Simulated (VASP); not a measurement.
# YN (Fm-3m) in VASP: single point with HSE06

Aim: the single point of YN with HSE06.

Everything below comes from runs of VASP 6.6.1. Logs are shortened: lines on timing, memory, paths and dates and some standing lists are left out, and cuts for length are marked.

### Step 1. The cell of the first run

It takes space group Fm-3m (No. 225, cubic). The conventional cell has a = 5.082 Å, b = 5.082 Å, c = 5.082 Å, α = 90.00°, β = 90.00°, γ = 90.00°. Y (site symmetry m-3m) has 6 N at 2.54 Å within 3.4 Å. N (site symmetry m-3m) has 6 Y at 2.54 Å within 3.4 Å.

### Step 2. Single point, HSE06 (strain +3.8%)

POSCAR

```
YN
1.0
    0.0000000000      2.5408289939      2.5408289939
    2.5408289939      0.0000000000      2.5408289939
    2.5408289939      2.5408289939      0.0000000000
Y N
1 1
Direct
    0.0000000000      0.0000000000      0.0000000000
    0.5000000000      0.5000000000      0.5000000000
```

INCAR.step1

```
  PREC = Accurate
  ENCUT = 520
  EDIFF = 1E-5
  ISMEAR = 0
  SIGMA = 0.01
  LREAL = False
  LASPH = True
  NELM = 120
  ALGO = Normal
  ISIF = 2
  LWAVE = True
  GGA = PE
  NBANDS = 15
  GGA_COMPAT = False
```

INCAR.step2

```
  PREC = Accurate
  ENCUT = 520
  EDIFF = 1E-6
  ISMEAR = 0
  SIGMA = 0.01
  LREAL = False
  LASPH = True
  NELM = 120
  ALGO = Normal
  ISIF = 2
  LWAVE = False
  LCHARG = True
  GGA = PE
  LHFCALC = True
  HFSCREEN = 0.2079
  PRECFOCK = Normal
  LELF = True
  LVHAR = True
  ISTART = 1
  NBANDS = 15
  GGA_COMPAT = False
```

KPOINTS

```
regular mesh
0
Gamma
  6 6 6
```

Potentials or basis: VASP PAW PBE potentials, release 64 (Y_sv, N).

The run is started by

```console
> cat potpaw_PBE.64/Y_sv/POTCAR potpaw_PBE.64/N/POTCAR > POTCAR
> cp INCAR.step1 INCAR
> mpirun -np 1 vasp_std > vasp.out
> cp INCAR.step2 INCAR
> mpirun -np 1 vasp_std > vasp.out
```

OUTCAR:

```text
PREC = Accurate
   ENCUT = 520
   EDIFF = 1E-6
   ISMEAR = 0
   LREAL = False
   LASPH = True
   NELM = 120
   ISIF = 2
   GGA = PE
   LHFCALC = True
   HFSCREEN = 0.2079
   PRECFOCK = Normal
   ISTART = 1

 ion  position               nearest neighbor table
   1  0.000  0.000  0.000-   2 2.54   2 2.54   2 2.54   2 2.54   2 2.54   2 2.54
   2  0.500  0.500  0.500-   1 2.54   1 2.54   1 2.54   1 2.54   1 2.54   1 2.54

  LATTYP: Found a face centered cubic cell.
 ALAT       =     5.0816579878

  Lattice vectors:

 A1 = (   0.0000000000,   2.5408289939,   2.5408289939)
 A2 = (   2.5408289939,   0.0000000000,   2.5408289939)
 A3 = (   2.5408289939,   2.5408289939,   0.0000000000)

Analysis of symmetry for initial positions (statically):
=====================================================================
 Subroutine PRICEL returns:
 Original cell was already a primitive cell.

 Routine SETGRP: Setting up the symmetry group for a
 face centered cubic supercell.

 Subroutine GETGRP returns: Found 48 space group operations
 (whereof 48 operations were pure point group operations)
 out of a pool of 48 trial point group operations.

The static configuration has the point symmetry O_h .

Analysis of symmetry for dynamics (positions and initial velocities):
=====================================================================
 Subroutine PRICEL returns:
 Original cell was already a primitive cell.

 Routine SETGRP: Setting up the symmetry group for a
 face centered cubic supercell.

 Subroutine GETGRP returns: Found 48 space group operations
 (whereof 48 operations were pure point group operations)
 out of a pool of 48 trial point group operations.

The dynamic configuration has the point symmetry O_h .

 Subroutine INISYM returns: Found 48 space group operations
 (whereof 48 operations are pure point group operations),
 and found     1 'primitive' translations

----------------------------------------------------------------------------------------

                                     Primitive cell

  volume of cell :      32.8062

  direct lattice vectors                    reciprocal lattice vectors
     0.000000000  2.540828994  2.540828994    -0.196786168  0.196786168  0.196786168
     2.540828994  0.000000000  2.540828994     0.196786168 -0.196786168  0.196786168
     2.540828994  2.540828994  0.000000000     0.196786168  0.196786168 -0.196786168

  length of vectors
     3.593274823  3.593274823  3.593274823     0.340843640  0.340843640  0.340843640

  position of ions in fractional coordinates (direct lattice)
     0.000000000  0.000000000  0.000000000
     0.500000000  0.500000000  0.500000000

  ion indices of the primitive-cell ions
   primitive index   ion index
                 1           1
                 2           2

----------------------------------------------------------------------------------------

 KPOINTS: regular mesh

Automatic generation of k-mesh.
 Grid dimensions read from file:
 generate k-points for:    6    6    6

 Generating k-lattice:

  Cartesian coordinates                     Fractional coordinates (reciprocal lattice)
    -0.032797695  0.032797695  0.032797695     0.166666667  0.000000000  0.000000000
     0.032797695 -0.032797695  0.032797695     0.000000000  0.166666667  0.000000000
     0.032797695  0.032797695 -0.032797695     0.000000000  0.000000000  0.166666667

  Length of vectors
     0.056807273  0.056807273  0.056807273

  Shift w.r.t. Gamma in fractional coordinates (k-lattice)
     0.000000000  0.000000000  0.000000000

 Subroutine IBZKPT returns following result:
 ===========================================

 Found     16 irreducible k-points:

 Following reciprocal coordinates:
            Coordinates               Weight
  0.000000  0.000000  0.000000      1.000000
  0.166667  0.000000  0.000000      8.000000
  0.333333  0.000000  0.000000      8.000000
  0.500000  0.000000  0.000000      4.000000
  0.166667  0.166667  0.000000      6.000000
  0.333333  0.166667  0.000000     24.000000
[... 8 lines left out ...]
 -0.333333  0.333333  0.166667     24.000000
 -0.333333  0.500000  0.166667     12.000000
   k-points           NKPTS =     16   k-points in BZ     NKDIM =    216   number of bands    NBANDS=     15
   number of dos      NEDOS =    301   number of ions     NIONS =      2
   total plane-waves  NPLWV =  21952
   dimension x,y,z NGX =    28 NGY =   28 NGZ =   28
   dimension x,y,z NGXF=    56 NGYF=   56 NGZF=   56
   ions per type =               1   1
   NGX,Y,Z   is equivalent  to a cutoff of  12.95, 12.95, 12.95 a.u.
   NGXF,Y,Z  is equivalent  to a cutoff of  25.91, 25.91, 25.91 a.u.
 SYSTEM =  unknown system
   PREC   = accura    normal or accurate (medium, high low for compatibility)
   ISTART =      1    job   : 0-new  1-cont  2-samecut
   ICHARG =      0    charge: 1-file 2-atom 10-const
   ISPIN  =      1    spin polarized calculation?
   LNONCOLLINEAR =      F non collinear calculations
   LSORBIT =      F    spin-orbit coupling
   LASPH  =      T    aspherical Exc in radial PAW
   ENCUT  =  520.0 eV  38.22 Ry    6.18 a.u.   6.68  6.68  6.68*2*pi/ulx,y,z
   NELM   =    120;   NELMIN=  2; NELMDL=  0     # of ELM steps
   EDIFF  = 0.1E-05   stopping-criterion for ELM
   LREAL  =      F    real-space projection
   EDIFFG = 0.1E-04   stopping-criterion for IOM
   NSW    =      0    number of steps for IOM
   IBRION =     -1    ionic relax: 0-MD 1-quasi-New 2-CG
   NFREE  =      0    steps in history (QN), initial steepest desc. (CG)
   ISIF   =      2    stress and relaxation
   ISYM   =      3    0-nonsym 1-usesym 2-fastsym
   POTIM  = 0.5000    time-step for ionic-motion
   TEBEG  =    0.0;   TEEND  =   0.0 temperature during run
   PSTRESS=    0.0 pullay stress
   NELECT =      16.0000    total number of electrons
   NUPDOWN=      -1.0000    fix difference up-down
   EMIN   =  10.00;   EMAX   =-10.00  energy-range for DOS
   EFERMI =   0.00;   METHOD = LEGACY
   ISMEAR =     0;   SIGMA  =   0.01  broadening in eV -4-tet -1-fermi 0-gaus
   EFERMI_NEDOS =   21; number of points for ismear=-14 and -15
   IALGO  =     38    algorithm
   IMIX   =      1    mixing-type and parameters
     AMIX     =   0.40;   BMIX     =  1.00
     AMIX_MAG =   1.60;   BMIX_MAG =  1.00
  volume/ion in A,a.u.               =      16.40       110.69
  Fermi-wavevector in a.u.,A,eV,Ry     =   1.288633  2.435164 22.593509  1.660576
  Thomas-Fermi vector in A             =   2.420575
   LORBIT       =      0    0 simple, 1 ext, 2 COOP (PROOUT), +10 PAW based schemes
   GGA     = PE    functional components
   LHFCALC =     T    Hartree Fock is set to
   PRECFOCK=normal    Normal, Fast or Accurate (Low or Medium for compatibility)
   ENCUT4O =  -1.0   cutoff for four orbital integrals eV
   NKREDX  =     1    reduce k-point grid by
   NKREDY  =     1    reduce k-point grid by
   NKREDZ  =     1    reduce k-point grid by
   AEXX    =    0.2500 exact exchange contribution
   HFSCREEN=    0.2079 screening length (either q_TF or 0.3 A-1)
   HFSCREENC=   0.2079 screening length for correlation (either q_TF or 0.3 A-1)
   ENCUTFOCK=  -1.0 apply spherical cutoff to Coloumb kernel
   IVDW    =     0    specifies the selected vdW correction
   LEPSILON=     F    determine dielectric tensor
   LRPA    =     F    only Hartree local field effects (RPA)
 non-spin polarized calculation
 Gauss-broadening in eV      SIGMA  =   0.01
  energy-cutoff  :      520.00
  volume of cell :       32.81
 maximum number of plane-waves:       899
  NGX = 24; NGY = 24; NGZ = 24

 number of electron      16.0000000 magnetization

 Free energy of the ion-electron system (eV)
  ---------------------------------------------------
  ext. energy  EPLUGINS =         0.00000000
  ---------------------------------------------------
  free energy    TOTEN  =       -21.07040463 eV

  energy without entropy =      -21.07040463  energy(sigma->0) =      -21.07040463

 E-fermi :   3.0495     XC(G=0):  -8.8290

 val. band max:        2.9052959587   @ k =   0.0000   0.0000   0.0000
 cond. band min:       4.1540554285   @ k =   0.5000   0.5000   0.0000
 fundamental gap:      1.2487594698
 Fermi energy:         3.0495147013

 k-point     1 :       0.0000    0.0000    0.0000
  band No.  band energies     occupation
      1     -41.2285      2.00000
      2     -19.5818      2.00000
      3     -19.5818      2.00000
      4     -19.5818      2.00000
      5     -11.1844      2.00000
      6       2.9053      2.00000
      7       2.9053      2.00000
      8       2.9053      2.00000
      9       6.9932      0.00000
     10       6.9932      0.00000
     11       6.9932      0.00000
     12       7.0849      0.00000
     13       8.7163      0.00000
     14       8.7163      0.00000
     15      14.5026      0.00000

 k-point     2 :       0.1667    0.0000    0.0000
  band No.  band energies     occupation
      1     -41.2098      2.00000
      2     -19.8029      2.00000
      3     -19.5963      2.00000
      4     -19.5963      2.00000
      5     -10.8135      2.00000
      6       1.4611      2.00000
      7       2.1826      2.00000
      8       2.1826      2.00000
      9       7.0860      0.00000
     10       7.5962      0.00000
     11       7.5962      0.00000
     12       8.5851      0.00000
     13       9.8805      0.00000
     14       9.8805      0.00000
     15      15.9818      0.00000
[... 221 lines left out ...]
      3     -19.9190      2.00000
      4     -19.7602      2.00000
      5     -10.1470      2.00000
      6       0.0829      2.00000
      7       1.0495      2.00000
      8       1.1768      2.00000
      9       7.9395      0.00000
     10       8.1549      0.00000
     11      10.8733      0.00000
     12      10.9649      0.00000
     13      12.4917      0.00000
     14      15.0814      0.00000
     15      15.4126      0.00000

 k-point    16 :      -0.3333    0.5000    0.1667
  band No.  band energies     occupation
      1     -41.1290      2.00000
      2     -20.1032      2.00000
      3     -19.9132      2.00000
      4     -19.8581      2.00000
      5     -10.3900      2.00000
      6       0.9853      2.00000
      7       1.1110      2.00000
      8       1.4550      2.00000
      9       6.1936      0.00000
     10       9.3762      0.00000
     11      10.4898      0.00000
     12      11.3970      0.00000
     13      11.8221      0.00000
     14      14.6610      0.00000
     15      15.2818      0.00000

------------------------ aborting loop because EDIFF is reached ----------------------------------------

  FORCE on cell =-STRESS in cart. coord.  units (eV):
  Direction    XX          YY          ZZ          XY          YZ          ZX
  --------------------------------------------------------------------------------------
  -------------------------------------------------------------------------------------
  Total       -3.3374989     -3.3374989     -3.3374989      0.0000000      0.0000000      0.0000000
  in kB     -162.9954222   -162.9954222   -162.9954222      0.0000000      0.0000000      0.0000000
  external PRESSURE =    -162.9954222 kB  Pullay stress =       0.0000000 kB

 VOLUME and BASIS-vectors are now :
 -----------------------------------------------------------------------------
  energy-cutoff  :      520.00
  volume of cell :       32.81
      direct lattice vectors                 reciprocal lattice vectors
     0.000000000  2.540828994  2.540828994    -0.196786168  0.196786168  0.196786168
     2.540828994  0.000000000  2.540828994     0.196786168 -0.196786168  0.196786168
     2.540828994  2.540828994  0.000000000     0.196786168  0.196786168 -0.196786168

 POSITION                                       TOTAL-FORCE (eV/Angst)
 -----------------------------------------------------------------------------------
      0.00000      0.00000      0.00000         0.000000     -0.000000      0.000000
      2.54083      2.54083      2.54083        -0.000000      0.000000     -0.000000
 -----------------------------------------------------------------------------------
    total drift:                                0.000000      0.000000      0.000000

  FREE ENERGIE OF THE ION-ELECTRON SYSTEM (eV)
  ---------------------------------------------------
  free  energy   TOTEN  =       -21.0704046315 eV

  energy  without entropy=      -21.0704046315  energy(sigma->0) =      -21.07040463
```

Run time: 48 min. Hardware: 1 thread of Intel Xeon Platinum 8259CL at 2.50GHz (Skylake/Cascade Lake), shared host; peak memory 0.29 GiB.

Results:

| Property | Result |
| --- | --- |
| Free energy | -21.0704 eV |
| Pressure | -16.3 GPa |
| Band gap on the k mesh | 1.25 eV (least direct gap 1.80 eV) |

Caveat: the cell differs from its parent crystal (strain +3.8%); the cell stands under tension; the PAW data sets were made with another functional, which shifts forces and pressure a little. A k mesh can miss the band edges.
